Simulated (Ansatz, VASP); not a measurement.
Ir in VASP and in Ansatz

```
CELL_PARAMETERS angstrom
0.00000 1.84291 2.07328
1.84291 0.00000 2.07328
1.84291 1.84291 0.00000
ATOMIC_POSITIONS crystal
Ir 0.00000 0.00000 0.00000
```

Change from the starting cell: strain -0.040 along x and y, +0.080 along z, atoms carried along.

Alike in both runs: task single point; functional PBEsol; k mesh 22 × 22 × 22; occupations gaussian, width 0.15 eV; no spin polarisation.

```csv
,VASP,Ansatz
version,VASP 6.6.1,Ansatz 0.2.0
potentials or method,"VASP PAW PBE potentials, release 64 (Ir), cutoff 520 eV","scalar-relativistic, plane waves, PAW"
valence electrons in the cell,9,17
```

Ansatz gave:

| Item | Value |
| --- | --- |
| gap on the k mesh at the Fermi level (eV) | none |
| pressure (GPa) | 2.8 |
| traceless stress, the component that is largest in VASP (GPa) | -30.03 |

What did VASP give for the same quantities?

gap on the k mesh at the Fermi level (eV): none; pressure (GPa): 3.8; traceless stress, the component that is largest in VASP (GPa): -29.99.

VASP's potentials were made for PBE, not for PBEsol. A gap of «none» marks a metal or a gap that the smearing closes. VASP's potentials hold 9 valence electrons a cell and Ansatz's 17, so a difference there can come from the potentials and not from the codes.

Neither program's run includes spin-orbit coupling.
